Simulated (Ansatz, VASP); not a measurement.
**One calculation of Ta, two programs**

File POSCAR:

```
Ta
1.0
    2.8934331718      0.0000000000      0.0000000000
   -1.4467165859      2.5057866309      0.0000000000
    0.0000000000      0.0000000000      9.8369758917
Ta
4
Direct
    0.0000000000      0.0000000000      0.0000000000
    0.0000000000      0.0000000000      0.5000000000
    0.3333333333      0.6666666667      0.2500000000
    0.6666666667      0.3333333333      0.7500000000
```

File INCAR.step1:

```
SYSTEM = Ta
PREC = Accurate
ENCUT = 520
ISMEAR = -1
SIGMA = 0.1
LREAL = .FALSE.
LASPH = .TRUE.
NELM = 60
NBANDS = 30
GGA = PE
ALGO = Normal
EDIFF = 1E-4
LWAVE = .TRUE.
LCHARG = .FALSE.
```

File INCAR.step2:

```
SYSTEM = Ta
PREC = Accurate
ENCUT = 520
EDIFF = 1E-6
ISMEAR = -1
SIGMA = 0.1
LREAL = .FALSE.
LASPH = .TRUE.
NELM = 60
ALGO = Normal
ISIF = 2
LWAVE = .FALSE.
LCHARG = .FALSE.
METAGGA = R2SCAN
LMIXTAU = .TRUE.
NBANDS = 30
ISTART = 1
```

The input KPOINTS:

```
regular mesh
0
G
  14 14 4
  0 0 0
```

Input for Ansatz:

```yaml
crystal:
  lattice:
    - [2.8934331718, 0.0, 0.0]
    - [-1.4467165859, 2.5057866309, 0.0]
    - [0.0, 0.0, 9.8369758917]
  atoms:
    - { symbol: Ta, position: [0.0, 0.0, 0.0] }
    - { symbol: Ta, position: [0.0, 0.0, 0.5] }
    - { symbol: Ta, position: [0.3333333333, 0.6666666667, 0.25] }
    - { symbol: Ta, position: [0.6666666667, 0.3333333333, 0.75] }
hamiltonian:
  xc: r2scan
  pseudopotentials:
    kind: paw
    azcp:
      Ta: "pseudopotentials/Ta.paw.azcp"
basis:
  ecutwfc: 500
  fft_grid_basis: typed
kpoints:
  mp_grid: { grid: [14, 14, 4], shift: [0, 0, 0] }
magnetization:
  spin_polarized: false
scf:
  occupations: { method: fermi_dirac, width: 0.1 }
  lower_state_search: "off"
output:
  stress: true
```

Alike in both runs: task single point; functional r2SCAN; k mesh 14 × 14 × 4; occupations fermi-dirac, width 0.1 eV; no spin polarisation.

|  | VASP | Ansatz |
| --- | --- | --- |
| version | VASP 6.6.1 | Ansatz 0.2.0 |
| potentials or method | VASP PAW PBE potentials, release 64 (Ta_pv), cutoff 520 eV | plane waves (500 eV) with PAW, scalar-relativistic |
| valence electrons in the cell | 44 | 52 |

|  | VASP | Ansatz | Ansatz less VASP |
| --- | --- | --- | --- |
| pressure (GPa) | 9.4 | 8.8 | -0.64 |
| traceless stress, the component that is largest in VASP (GPa) | 0.10 | 0.09 | -0.006 |

VASP's potentials were made for PBE, not for r2SCAN. VASP's potentials hold 44 valence electrons a cell and Ansatz's 52, so a difference there can come from the potentials and not from the codes.

Neither program's run includes spin-orbit coupling.
